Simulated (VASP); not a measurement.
A run of VASP 6.6.1 is set up as follows.

File POSCAR:

```
ZnH8N4Cl2
1.0
    6.0149000000     -0.3499330000     -0.1934850000
    1.4343610000      4.9398300000      0.0487070000
    0.2981980000      0.5807800000      5.0376020000
H Cl N Zn
8 2 4 1
Direct
    0.4423850000      0.6809110000      0.9001750000
    0.3970110000      0.2997500000      0.5039220000
    0.4624310000      0.6058580000      0.4528910000
    0.3535010000      0.9374950000      0.6578880000
    0.2628450000      0.5661530000      0.7483490000
    0.0579570000      0.2545380000      0.2247540000
    0.6862140000      0.1847480000      0.3426910000
    0.0338640000      0.4423290000      0.4548320000
    0.7464390000      0.5709230000      0.1630390000
    0.7453030000      0.3426180000      0.7010710000
    0.6666140000      0.8464290000      0.5467380000
    0.2404550000      0.5895670000      0.1863760000
    0.0394990000      0.9064950000      0.6881100000
    0.9476640000      0.9304440000      0.2485200000
    0.4219920000      0.0988160000      0.0546440000
```

File INCAR.step1:

```
SYSTEM = ZnH8N4Cl2
PREC = Accurate
ENCUT = 520
ISMEAR = 0
SIGMA = 0.1647
LREAL = Auto
LASPH = .True.
NELM = 60
NBANDS = 40
GGA = PE
ALGO = Normal
EDIFF = 1E-4
LWAVE = .True.
LCHARG = .False.
```

File INCAR.step2:

```
SYSTEM = ZnH8N4Cl2
PREC = Accurate
ENCUT = 520
EDIFF = 1E-7
ISMEAR = 0
SIGMA = 0.1647
LREAL = Auto
LASPH = .True.
NELM = 60
ALGO = Normal
ISIF = 2
LWAVE = .False.
LCHARG = .False.
METAGGA = R2SCAN
LMIXTAU = .True.
NBANDS = 40
ISTART = 1
```

Contents of KPOINTS:

```
Automatic mesh
0
Gamma
  3 4 4
  0.5 0.5 0.5
```

Potentials or basis: VASP PAW PBE potentials, release 64 (H, Cl, N, Zn).

The run is started by

```sh
$ cat potpaw_PBE.64/H/POTCAR potpaw_PBE.64/Cl/POTCAR potpaw_PBE.64/N/POTCAR potpaw_PBE.64/Zn/POTCAR > POTCAR
$ cp INCAR.step1 INCAR
$ mpirun -np 1 vasp_std > vasp.out
$ cp INCAR.step2 INCAR
$ mpirun -np 1 vasp_std > vasp.out
```

**Question.** What does it give for the band gap on the k mesh?

**Answer.** Zero (band 27 reaches 0.92 eV, above the bottom of band 28 at 0.77 eV).

**Question.** Estimate the largest force.

**Answer.** 3.705 eV/Å.

Forces on the atoms (eV/Å):
```
H   -1.085  0.139  0.456
H   -0.117  0.802 -0.631
H   -0.911 -0.082 -0.813
H   -0.200 -0.162  0.352
H   -0.502  1.811  0.109
H   -0.726 -1.182  0.386
H    0.088 -1.394  0.304
H    0.325 -0.148 -1.198
Cl  -0.450  0.465 -0.850
Cl   0.131 -0.554  0.337
N   -0.850  1.191 -1.077
N    0.997 -0.593  1.904
N    1.187 -1.805 -2.115
N    2.271  1.426  2.556
Zn  -0.159  0.085  0.278
```

Caveat: the PAW data sets were made with another functional, which shifts forces and pressure a little.
